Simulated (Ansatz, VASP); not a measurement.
Given: the input of a run of VASP 6.6.1 on HfIn4SiO6.

Contents of INCAR:

```
SYSTEM = HfIn4SiO6
ALGO     = Normal         ! electronic algorithm
EDIFF    = 1E-6           ! SCF threshold, eV
EDIFFG   = -0.01          ! ionic threshold
ENCUT    = 600            ! plane-wave cutoff, eV
GGA      = PE             ! functional
IBRION   = 2              ! ionic algorithm
ISIF     = 3              ! what is computed and relaxed
ISMEAR   = -1             ! smearing method
IVDW     = 13             ! dispersion correction
LASPH    = .True.         ! aspherical terms in the spheres
LCHARG   = .False.        ! write CHGCAR
LREAL    = .False.        ! projectors in reciprocal space
LWAVE    = .False.        ! write WAVECAR
NELM     = 100            ! most SCF steps
NSW      = 60             ! ionic steps
PREC     = Accurate       ! precision mode
SIGMA    = 0.05           ! smearing width, eV
```

The input KPOINTS:

```
k-points
0
Gamma
  4 4 3
  0 0 0
```

Contents of POSCAR:

```
HfIn4SiO6
1.0
    2.7158500000     -4.7035700000      0.0083300000
    2.7158500000      4.7035700000      0.0083300000
   -1.8791500000      0.0000000000      7.4012700000
Hf In Si O
1 4 1 6
Direct
    0.7883500000      0.2116500000      0.0000000000
    0.6217500000      0.3782500000      0.5000000000
    0.4550200000      0.5449800000      0.0000000000
    0.2840700000      0.7159300000      0.5000000000
    0.9581400000      0.0418600000      0.5000000000
    0.1216800000      0.8783200000      0.0000000000
    0.0621900000      0.1141500000      0.8666600000
    0.8858500000      0.9378100000      0.1333400000
    0.7949000000      0.5378400000      0.8666300000
    0.4621600000      0.2051000000      0.1333700000
    0.1535200000      0.6287900000      0.1333300000
    0.3712100000      0.8464800000      0.8666700000
```

Potentials or basis: VASP PAW PBE potentials, release 64 (Hf_pv, In_d, Si, O).

Run with:

```sh
$ cat potpaw_PBE.64/Hf_pv/POTCAR potpaw_PBE.64/In_d/POTCAR potpaw_PBE.64/Si/POTCAR potpaw_PBE.64/O/POTCAR > POTCAR
$ mpirun -np 1 vasp_std > vasp.out
```

Question: Translate it to Ansatz 0.2.0. Potentials there: Ansatz PAW.

Answer: As run (the cutoff follows the program's own potentials):

input.yaml

```yaml
crystal:
  lattice:
    - [2.71585, -4.70357, 0.00833]
    - [2.71585, 4.70357, 0.00833]
    - [-1.87915, 0.0, 7.40127]
  atoms:
    - { symbol: Hf, position: [0.78835, 0.21165, 0.0] }
    - { symbol: In, position: [0.62175, 0.37825, 0.5] }
    - { symbol: In, position: [0.45502, 0.54498, 0.0] }
    - { symbol: In, position: [0.28407, 0.71593, 0.5] }
    - { symbol: In, position: [0.95814, 0.04186, 0.5] }
    - { symbol: Si, position: [0.12168, 0.87832, 0.0] }
    - { symbol: O, position: [0.06219, 0.11415, 0.86666] }
    - { symbol: O, position: [0.88585, 0.93781, 0.13334] }
    - { symbol: O, position: [0.7949, 0.53784, 0.86663] }
    - { symbol: O, position: [0.46216, 0.2051, 0.13337] }
    - { symbol: O, position: [0.15352, 0.62879, 0.13333] }
    - { symbol: O, position: [0.37121, 0.84648, 0.86667] }
hamiltonian:
  xc: pbe
  pseudopotentials: { kind: paw }
  dispersion: d4
kpoints:
  mp_grid: { grid: [4, 4, 3] }
scf:
  occupations: { method: fermi_dirac, width: 0.05 }
output:
  forces: true
  stress: true
  eigenvalues: true
relax:
  f_tol: 0.01
  max_steps: 40
  cell: { stress_tol: 0.05 }
```

Potentials or basis: Ansatz PAW.

Launch:

```console
$ ansatz run input.yaml --threads 8 --pin off --max-ram 20480MiB --backend cpu --events-out ev --progress --plain --runs-dir out
```

Both were run:

|  | VASP | Ansatz | Ansatz less VASP |
| --- | --- | --- | --- |
| gap on the k mesh at the Fermi level, each at its own relaxed structure (eV) | none | none | - |
| relaxed volume (Å³/atom) | 15.17 | 15.23 | +0.065 |
| relaxed length of the cell vector where the two differ most in proportion (Å) | 7.482 | 7.497 | +0.0146 |

A gap of «none» marks a metal or a gap that the smearing closes. VASP's potentials hold 102 valence electrons a cell and Ansatz's 118, so a difference there can come from the potentials and not from the codes.

Spin-orbit coupling is off throughout. Noted on Ansatz's run: the plane-wave basis is chosen anew once the cell has moved, so the energies of steps on either side of that aren't comparable.
